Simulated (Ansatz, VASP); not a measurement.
Two plane-wave programs on Co

INCAR

```
SYSTEM = Co
PREC = Accurate ; ENCUT = 520
EDIFF = 1E-8 ; ISMEAR = 1
SIGMA = 0.025 ; LREAL = .False.
LASPH = .True. ; NELM = 150
ALGO = Normal ; ISIF = 2
LWAVE = .False. ; LCHARG = .False.
ISPIN = 2 ; MAGMOM = 2 -2
LORBIT = 11 ; LMAXMIX = 4
LDAU = .True. ; LDAUTYPE = 2
LDAUL = 2 ; LDAUU = 1
LDAUJ = 0 ; LDAUPRINT = 1
LEFG = .True. ; NBANDS = 20
```

The input KPOINTS:

```
regular mesh
0
Gamma
  9 9 5
  0 0 0
```

The input POSCAR:

```
Co
1.0
    2.4719999032      0.0000000000      0.0000000000
   -1.2359999516      2.1408147143      0.0000000000
    0.0000000000      0.0000000000      4.0211440800
Co
2
Direct
    0.6684170000      0.3312730000      0.7577780000
    0.3182040000      0.6555270000      0.2443420000
```

File input.yaml:

```yaml
crystal:
  lattice:
    - [2.4719999032, 0.0, 0.0]
    - [-1.2359999516, 2.1408147143, 0.0]
    - [0.0, 0.0, 4.02114408]
  atoms:
    - { symbol: Co, position: [0.668417, 0.331273, 0.757778], spin: 2.0 }
    - { symbol: Co, position: [0.318204, 0.655527, 0.244342], spin: -2.0 }
hamiltonian:
  xc: lda
  pseudopotentials: { kind: paw, partial_waves: polarizable }
  hubbard:
    sites: [{ species: Co, l: d, u_eff: 1.0 }]
    projectors: ortho-atomic
magnetization:
  spin_polarized: true
kpoints:
  mp_grid: { grid: [9, 9, 5] }
scf:
  occupations: { method: methfessel_paxton, width: 0.025 }
  initial_density: { chi_scale: 0.3 }
output:
  forces: true
  stress: true
  eigenvalues: true
  efg: {}
  write_density: true
  write_potential: true
  elf: true
  volumetric_format: npy
```

Alike in both runs: task electric field gradients; functional LDA; k mesh 9 × 9 × 5; occupations methfessel-paxton of order 1, width 0.025 eV; collinear spin; Hubbard terms Co d U = 1.0 eV.

|  | VASP | Ansatz |
| --- | --- | --- |
| version | VASP 6.6.1 | Ansatz 0.2.0 |
| potentials or method | VASP PAW LDA potentials, release 64 (Co) | Ansatz PAW polarizable |
| plane-wave cutoff (eV) | 520 | 420 |
| valence electrons in the cell | 18 | 34 |

Ansatz gave:

```
gap on the k mesh at the Fermi level (eV)                     : none
pressure (GPa)                                                : -14.2
traceless stress, the component that is largest in VASP (GPa) : -0.04
rms of the force components (eV/Å)                            : 0.152
net moment per atom (μB)                                      : 1.56
size of the moment on the site where the two differ most (μB) : 1.63
size of Vzz on the site where it differs most (V/Å²)          : 5.4
```

**Question.** What did VASP give for the same quantities?

**Answer.** gap on the k mesh at the Fermi level (eV): none; pressure (GPa): -20.0; traceless stress, the component that is largest in VASP (GPa): 1.82; rms of the force components (eV/Å): 0.205; net moment per atom (μB): 0.00; size of the moment on the site where the two differ most (μB): 1.14; size of Vzz on the site where it differs most (V/Å²): 15.6.

The net moments are unlike, so the other rows may belong to different states. LDA's correlation is that of Perdew and Zunger in VASP and of Perdew and Wang (1992) in Ansatz. Site moments also hang on the region over which each program counts them. The programs project onto different local orbitals, so the same U acts differently, and such runs can settle in different states. Atom by atom the forces differ by 0.059 eV/Å (rms over components). A gap of «none» marks a metal or a gap that the smearing closes. VASP's potentials hold 18 valence electrons a cell and Ansatz's 34, so a difference there can come from the potentials and not from the codes.

Noted on Ansatz's run: the magnetic or orbital state may not be the lowest.
